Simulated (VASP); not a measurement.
# Al (P6_3/mmc) in VASP: a series of runs

Runs on Al. Level: PBEsol. Tasks: single point.

Everything below comes from runs of VASP 6.6.1. Logs are shortened: lines on timing, memory, paths and dates and some standing lists are left out, and cuts for length are marked.

### 1 The cell of the first run

It takes space group P6_3/mmc (No. 194, hexagonal). The conventional cell has a = 2.770 Å, b = 2.770 Å, c = 4.638 Å, α = 90.00°, β = 90.00°, γ = 120.00°. Al (site symmetry -6m2) has 12 Al at 2.77 to 2.82 Å within 3.7 Å.

### 2 Single point, PBEsol

Input file INCAR:

```
SYSTEM = Al
  PREC = Accurate
  ENCUT = 520
  EDIFF = 1E-6
  ISMEAR = 0
  SIGMA = 0.15
  LREAL = .False.
  LASPH = .True.
  NELM = 80
  ALGO = Normal
  ISIF = 2
  LWAVE = .False.
  LCHARG = .True.
  GGA = PS
  LELF = .True.
  LVHAR = .True.
  NBANDS = 10
```

Input file KPOINTS:

```
regular mesh
0
Gamma
  18 18 10
  0 0 0
```

Input file POSCAR:

```
Al
1.0
    2.7699000000      0.0000000000      0.0000000000
   -1.3849500000      2.3988037660      0.0000000000
    0.0000000000      0.0000000000      4.6382883863
Al
2
Direct
    0.6666666667      0.3333333333      0.7500000000
    0.3333333333      0.6666666667      0.2500000000
```

Potentials or basis: VASP PAW PBE potentials, release 64 (Al).

Command:

```
cat potpaw_PBE.64/Al/POTCAR > POTCAR
mpirun -np 1 vasp_std > vasp.out
```

OUTCAR:

```text
SYSTEM = Al
   PREC = Accurate
   ENCUT = 520
   EDIFF = 1E-6
   ISMEAR = 0
   LREAL = .False.
   LASPH = .True.
   NELM = 80
   ISIF = 2
   GGA = PS

 ion  position               nearest neighbor table
   1  0.667  0.333  0.750-   2 2.82   2 2.82   2 2.82   2 2.82   2 2.82   2 2.82
   2  0.333  0.667  0.250-   1 2.82   1 2.82   1 2.82   1 2.82   1 2.82   1 2.82

  LATTYP: Found a hexagonal cell.
 ALAT       =     2.7699000000
 C/A-ratio  =     1.6745327941

  Lattice vectors:

 A1 = (   2.7699000000,   0.0000000000,   0.0000000000)
 A2 = (  -1.3849500000,   2.3988037660,   0.0000000000)
 A3 = (   0.0000000000,   0.0000000000,   4.6382883863)

Analysis of symmetry for initial positions (statically):
=====================================================================
 Subroutine PRICEL returns:
 Original cell was already a primitive cell.

 Routine SETGRP: Setting up the symmetry group for a
 hexagonal supercell.

 Subroutine GETGRP returns: Found 24 space group operations
 (whereof 12 operations were pure point group operations)
 out of a pool of 24 trial point group operations.

The static configuration has the point symmetry D_3d.
 The point group associated with its full space group is D_6h.

Analysis of symmetry for dynamics (positions and initial velocities):
=====================================================================
 Subroutine PRICEL returns:
 Original cell was already a primitive cell.

 Routine SETGRP: Setting up the symmetry group for a
 hexagonal supercell.

 Subroutine GETGRP returns: Found 24 space group operations
 (whereof 12 operations were pure point group operations)
 out of a pool of 24 trial point group operations.

The dynamic configuration has the point symmetry D_3d.
 The point group associated with its full space group is D_6h.

 Subroutine INISYM returns: Found 24 space group operations
 (whereof 12 operations are pure point group operations),
 and found     1 'primitive' translations

----------------------------------------------------------------------------------------

                                     Primitive cell

  volume of cell :      30.8189

  direct lattice vectors                    reciprocal lattice vectors
     2.769900000  0.000000000  0.000000000     0.361023864  0.208437225  0.000000000
    -1.384950000  2.398803766  0.000000000     0.000000000  0.416874450  0.000000000
     0.000000000  0.000000000  4.638288386     0.000000000  0.000000000  0.215596771

  length of vectors
     2.769900000  2.769900000  4.638288386     0.416874450  0.416874450  0.215596771

  position of ions in fractional coordinates (direct lattice)
     0.666666667  0.333333333  0.750000000
     0.333333333  0.666666667  0.250000000

  ion indices of the primitive-cell ions
   primitive index   ion index
                 1           1
                 2           2

----------------------------------------------------------------------------------------

 KPOINTS: regular mesh

Automatic generation of k-mesh.
 Grid dimensions read from file:
 generate k-points for:   18   18   10

 Generating k-lattice:

  Cartesian coordinates                     Fractional coordinates (reciprocal lattice)
     0.020056881  0.011579846  0.000000000     0.055555556 -0.000000000  0.000000000
     0.000000000  0.023159692  0.000000000     0.000000000  0.055555556  0.000000000
     0.000000000  0.000000000  0.021559677     0.000000000  0.000000000  0.100000000

  Length of vectors
     0.023159692  0.023159692  0.021559677

  Shift w.r.t. Gamma in fractional coordinates (k-lattice)
     0.000000000  0.000000000  0.000000000

 Subroutine IBZKPT returns following result:
 ===========================================

 Found    222 irreducible k-points:

 Following reciprocal coordinates:
            Coordinates               Weight
  0.000000  0.000000  0.000000      1.000000
  0.055556  0.000000  0.000000      6.000000
  0.111111  0.000000  0.000000      6.000000
  0.166667 -0.000000  0.000000      6.000000
  0.222222  0.000000  0.000000      6.000000
  0.277778 -0.000000  0.000000      6.000000
[... 16 lines left out ...]
  0.333333  0.111111  0.000000     12.000000
  0.388889  0.111111  0.000000     12.000000
 [... further k-points ...]
   k-points           NKPTS =    222   k-points in BZ     NKDIM =    222   number of bands    NBANDS=     10
   number of dos      NEDOS =    301   number of ions     NIONS =      2
   total plane-waves  NPLWV =  20736
   dimension x,y,z NGX =    24 NGY =   24 NGZ =   36
   dimension x,y,z NGXF=    48 NGYF=   48 NGZF=   72
   ions per type =               2
   NGX,Y,Z   is equivalent  to a cutoff of  14.40, 14.40, 12.90 a.u.
   NGXF,Y,Z  is equivalent  to a cutoff of  28.81, 28.81, 25.81 a.u.
 SYSTEM =  Al
   PREC   = accura    normal or accurate (medium, high low for compatibility)
   ISTART =      0    job   : 0-new  1-cont  2-samecut
   ICHARG =      2    charge: 1-file 2-atom 10-const
   ISPIN  =      1    spin polarized calculation?
   LNONCOLLINEAR =      F non collinear calculations
   LSORBIT =      F    spin-orbit coupling
   LASPH  =      T    aspherical Exc in radial PAW
   ENCUT  =  520.0 eV  38.22 Ry    6.18 a.u.   5.15  5.15  8.62*2*pi/ulx,y,z
   NELM   =     80;   NELMIN=  2; NELMDL= -5     # of ELM steps
   EDIFF  = 0.1E-05   stopping-criterion for ELM
   LREAL  =      F    real-space projection
   EDIFFG = 0.1E-04   stopping-criterion for IOM
   NSW    =      0    number of steps for IOM
   IBRION =     -1    ionic relax: 0-MD 1-quasi-New 2-CG
   NFREE  =      0    steps in history (QN), initial steepest desc. (CG)
   ISIF   =      2    stress and relaxation
   ISYM   =      2    0-nonsym 1-usesym 2-fastsym
   POTIM  = 0.5000    time-step for ionic-motion
   TEBEG  =    0.0;   TEEND  =   0.0 temperature during run
   PSTRESS=    0.0 pullay stress
   NELECT =       6.0000    total number of electrons
   NUPDOWN=      -1.0000    fix difference up-down
   EMIN   =  10.00;   EMAX   =-10.00  energy-range for DOS
   EFERMI =   0.00;   METHOD = LEGACY
   ISMEAR =     0;   SIGMA  =   0.15  broadening in eV -4-tet -1-fermi 0-gaus
   EFERMI_NEDOS =   21; number of points for ismear=-14 and -15
   IALGO  =     38    algorithm
   IMIX   =      4    mixing-type and parameters
     AMIX     =   0.40;   BMIX     =  1.00
     AMIX_MAG =   1.60;   BMIX_MAG =  1.00
  volume/ion in A,a.u.               =      15.41       103.99
  Fermi-wavevector in a.u.,A,eV,Ry     =   0.948826  1.793020 12.248917  0.900270
  Thomas-Fermi vector in A             =   2.077051
   LORBIT       =      0    0 simple, 1 ext, 2 COOP (PROOUT), +10 PAW based schemes
   GGA     = PS    functional components
   LHFCALC =     F    Hartree Fock is set to
   AEXX    =    0.0000 exact exchange contribution
   IVDW    =     0    specifies the selected vdW correction
   LEPSILON=     F    determine dielectric tensor
   LRPA    =     F    only Hartree local field effects (RPA)
 non-spin polarized calculation
 Gauss-broadening in eV      SIGMA  =   0.15
  energy-cutoff  :      520.00
  volume of cell :       30.82
 maximum number of plane-waves:       847
 NGX is ok and might be reduce to    24
   NGX = 11   NGY = 11   NGZ = 17

 number of electron       6.0000000 magnetization

 Free energy of the ion-electron system (eV)
  ---------------------------------------------------
  ext. energy  EPLUGINS =         0.00000000
  ---------------------------------------------------
  free energy    TOTEN  =        -8.09029467 eV

  energy without entropy =       -8.08031927  energy(sigma->0) =       -8.08530697

 E-fermi :   8.6734     XC(G=0): -10.5098

 val. band max:        8.6602421214   @ k =   0.5000   0.0000   0.1000
 cond. band min:       8.7021215944   @ k =   0.3889   0.0000   0.4000
 fundamental gap:      0.0418794730
 Fermi energy:         8.6734409962

 k-point     1 :       0.0000    0.0000    0.0000
  band No.  band energies     occupation
      1      -2.9329      2.00000
      2       3.6737      2.00000
      3       3.8903      2.00000
      4      20.2391      0.00000
      5      20.2391      0.00000
      6      20.3544      0.00000
      7      20.3544      0.00000
      8      20.7572      0.00000
      9      23.0293      0.00000
     10      23.7397      0.00000

 k-point     2 :       0.0556    0.0000    0.0000
  band No.  band energies     occupation
      1      -2.8536      2.00000
      2       3.7471      2.00000
      3       3.9675      2.00000
      4      18.4308      0.00000
      5      19.1644      0.00000
      6      20.1578      0.00000
      7      21.5281      0.00000
      8      21.5481      0.00000
      9      23.0439      0.00000
     10      24.1542      0.00000

 k-point     3 :       0.1111    0.0000    0.0000
  band No.  band energies     occupation
      1      -2.6159      2.00000
      2       3.9671      2.00000
      3       4.1979      2.00000
      4      16.2519      0.00000
      5      18.1655      0.00000
      6      19.3522      0.00000
      7      21.4967      0.00000
      8      22.1876      0.00000
      9      22.7943      0.00000
     10      23.0855      0.00000

 k-point     4 :       0.1667   -0.0000    0.0000
  band No.  band energies     occupation
      1      -2.2208      2.00000
      2       4.3340      2.00000
      3       4.5781      2.00000
      4      14.0934      0.00000
      5      17.3001      0.00000
      6      18.3412      0.00000
      7      20.1398      0.00000
      8      20.4045      0.00000
      9      22.8049      0.00000
     10      22.8527      0.00000
[... 222 lines left out ...]
 k-point    22 :       0.2778    0.1111    0.0000
  band No.  band energies     occupation
      1       0.1241      2.00000
      2       6.5347      2.00000
      3       6.6170      2.00000
      4       8.6312      1.30978
      5      12.2506      0.00000
      6      14.5112      0.00000
      7      15.1694      0.00000
      8      18.6296      0.00000
      9      18.8483      0.00000
     10      20.3953      0.00000

 k-point    23 :       0.3333    0.1111    0.0000
  band No.  band energies     occupation
      1       1.1264      2.00000
      2       6.3276      2.00000
      3       7.4843      2.00000
      4       8.1507      2.00000
      5      11.7144      0.00000
      6      12.8431      0.00000
      7      13.8130      0.00000
      8      18.2388      0.00000
      9      18.5380      0.00000
     10      20.0782      0.00000

 k-point    24 :       0.3889    0.1111    0.0000
  band No.  band energies     occupation
      1       2.2714      2.00000
      2       4.9454      2.00000
      3       8.5639      1.69851
      4       8.9954      0.00240
      5      11.0288      0.00000
      6      11.3283      0.00000
      7      12.8914      0.00000
      8      18.0065      0.00000
      9      18.3497      0.00000
     10      19.8828      0.00000

 [... further k-points ...]

------------------------ aborting loop because EDIFF is reached ----------------------------------------

  FORCE on cell =-STRESS in cart. coord.  units (eV):
  Direction    XX          YY          ZZ          XY          YZ          ZX
  --------------------------------------------------------------------------------------
  -------------------------------------------------------------------------------------
  Total        1.0435529      1.0435529      0.9195377      0.0000000     -0.0000000      0.0000000
  in kB       54.2510909     54.2510909     47.8039271      0.0000000     -0.0000000      0.0000000
  external PRESSURE =      52.1020363 kB  Pullay stress =       0.0000000 kB

 VOLUME and BASIS-vectors are now :
 -----------------------------------------------------------------------------
  energy-cutoff  :      520.00
  volume of cell :       30.82
      direct lattice vectors                 reciprocal lattice vectors
     2.769900000  0.000000000  0.000000000     0.361023864  0.208437225  0.000000000
    -1.384950000  2.398803766  0.000000000     0.000000000  0.416874450  0.000000000
     0.000000000  0.000000000  4.638288386     0.000000000  0.000000000  0.215596771

 POSITION                                       TOTAL-FORCE (eV/Angst)
 -----------------------------------------------------------------------------------
      1.38495      0.79960      3.47872        -0.000000      0.000000      0.000000
     -0.00000      1.59920      1.15957         0.000000      0.000000      0.000000
 -----------------------------------------------------------------------------------
    total drift:                                0.000000     -0.000000     -0.000000

  FREE ENERGIE OF THE ION-ELECTRON SYSTEM (eV)
  ---------------------------------------------------
  free  energy   TOTEN  =        -8.0902946708 eV

  energy  without entropy=       -8.0803192720  energy(sigma->0) =       -8.08530697
```

Wall time 28 s (1 thread of AMD EPYC 9R45 (Zen 5), shared host); peak memory 0.16 GiB.

Results:

* Free energy: -8.0903 eV
* Pressure: 5.2 GPa
* Band gap on the k mesh: zero (band 3 reaches 12.72 eV, above the bottom of band 4 at 5.44 eV)

Caveat: the PAW data sets were made with another functional, which shifts forces and pressure a little.

### 3 Single point, PBEsol

This run uses another cell than the first one, of 15.60 Å³/atom, 1.013 times its volume.

Input file INCAR:

```
PREC = Accurate
ENCUT = 520
EDIFF = 1E-7
ISMEAR = 0
SIGMA = 0.15
LREAL = F
LASPH = T
NELM = 80
ALGO = Fast
ISIF = 2
LWAVE = F
LCHARG = F
GGA = PS
NBANDS = 10
```

Input file KPOINTS:

```
regular mesh
0
Gamma
  18 18 10
```

Input file POSCAR:

```
Al
1.0
    2.8098000000      0.0000000000      0.0000000000
   -1.4049000000      2.4333581796      0.0000000000
    0.0000000000      0.0000000000      4.5641000000
Al
2
Direct
    0.6666666667      0.3333333333      0.7500000000
    0.3333333333      0.6666666667      0.2500000000
```

Potentials or basis: VASP PAW PBE potentials, release 64 (Al).

Command:

```
cat potpaw_PBE.64/Al/POTCAR > POTCAR
mpirun -np 1 vasp_std > vasp.out
```

It took 40 s on 1 thread of AMD EPYC 9R45 (Zen 5), shared host; peak memory 0.15 GiB.

Results (log left out):

```
Free energy            : -8.1022 eV
Pressure               : 3.9 GPa
Band gap on the k mesh : zero (band 3 reaches 12.85 eV, above the bottom of band 4 at 5.25 eV)
```

Stress tensor (GPa, compression positive):
```
3.84 0.00 0.00
0.00 3.84 0.00
0.00 0.00 4.15
```

Levels at points of the mesh, in eV from the Fermi level:
```
           k point  band 1  band 2  band 3  band 4  band 5  band 6  band 7  band 8
(0.00, 0.00, 0.00)  -11.53   -4.79   -4.40   10.93   10.93   11.20   11.20   12.42
(0.50, 0.00, 0.00)   -5.50   -5.37    0.60    1.28    1.42    1.93    5.78    7.64
(0.00, 0.00, 0.50)   -9.77   -9.77    3.65    3.65   12.08   12.08   12.08   12.08
(0.50, 0.00, 0.50)   -4.11   -4.11   -3.30   -3.30    7.28    7.28    7.70    7.70
```

Caveat: the PAW data sets were made with another functional, which shifts forces and pressure a little.

### 4 Single point, PBEsol

This run uses another cell than the first one, of 15.53 Å³/atom, 1.008 times its volume.

Input file INCAR:

```
SYSTEM = Al
ALGO = Fast
EDIFF = 1E-6
ENCUT = 520
GGA = PS
ISIF = 2
ISMEAR = 0
LASPH = .TRUE.
LCHARG = .TRUE.
LELF = .TRUE.
LREAL = .FALSE.
LVHAR = .TRUE.
LWAVE = .FALSE.
NBANDS = 10
NELM = 80
PREC = Accurate
SIGMA = 0.15
```

Input file KPOINTS:

```
k-points
0
G
  18 18 10
  0 0 0
```

Input file POSCAR:

```
Al
1.0
    2.8496988417      0.0000000000      0.0000000000
   -1.4248494208      2.4679115900      0.0000000000
    0.0000000000      0.0000000000      4.4157000000
Al
2
Direct
    0.6666666667      0.3333333333      0.7500000000
    0.3333333333      0.6666666667      0.2500000000
```

Command:

```
cat potpaw_PBE.64/Al/POTCAR > POTCAR
mpirun -np 1 vasp_std > vasp.out
```

Wall time 36 s (1 thread of AMD EPYC 9R45 (Zen 5), shared host); peak memory 0.15 GiB.

Results (log left out):

| Quantity | Value |
| --- | --- |
| Free energy | -8.0801 eV |
| Pressure | 4.7 GPa |
| Band gap on the k mesh | zero (band 3 reaches 13.66 eV, above the bottom of band 4 at 5.21 eV) |

Stress tensor (GPa, compression positive):
```
2.83 0.00 0.00
0.00 2.83 0.00
0.00 0.00 8.45
```

Levels at points of the mesh, in eV from the Fermi level:
| k point | band 1 | band 2 | band 3 | band 4 | band 5 | band 6 | band 7 |
| --- | --- | --- | --- | --- | --- | --- | --- |
| (0.00, 0.00, 0.00) | -11.55 | -4.51 | -3.79 | 10.19 | 10.19 | 10.62 | 10.62 |
| (0.50, 0.00, 0.00) | -5.73 | -5.52 | 0.67 | 1.54 | 1.77 | 2.26 | 5.23 |
| (0.00, 0.00, 0.50) | -9.67 | -9.67 | 4.61 | 4.61 | 11.52 | 11.52 | 11.52 |
| (0.50, 0.00, 0.50) | -4.18 | -4.18 | -3.38 | -3.38 | 6.83 | 6.83 | 7.72 |

Caveat: the PAW data sets were made with another functional, which shifts forces and pressure a little.

### 5 Summary

```csv
cell,gap on the mesh (eV),pressure (GPa)
"a = 2.770, b = 2.770, c = 4.638 Å, angles 90.0, 90.0, 120.0°, 2 atoms",none,5.2
"a = 2.810, b = 2.810, c = 4.564 Å, angles 90.0, 90.0, 120.0°, 2 atoms",none,3.9
"a = 2.850, b = 2.850, c = 4.416 Å, angles 90.0, 90.0, 120.0°, 2 atoms",none,4.7
```

Alike in all rows: task single point; level PBEsol; potentials or basis VASP PAW PBE potentials, release 64 (Al); no spin polarisation; k mesh 18 × 18 × 10; cutoff (eV) 520; smearing gaussian 0.15 eV.

Caveats: the PAW data sets were made with another functional, which shifts forces and pressure a little.

Absolute energies hang on the potentials; compare differences alone.
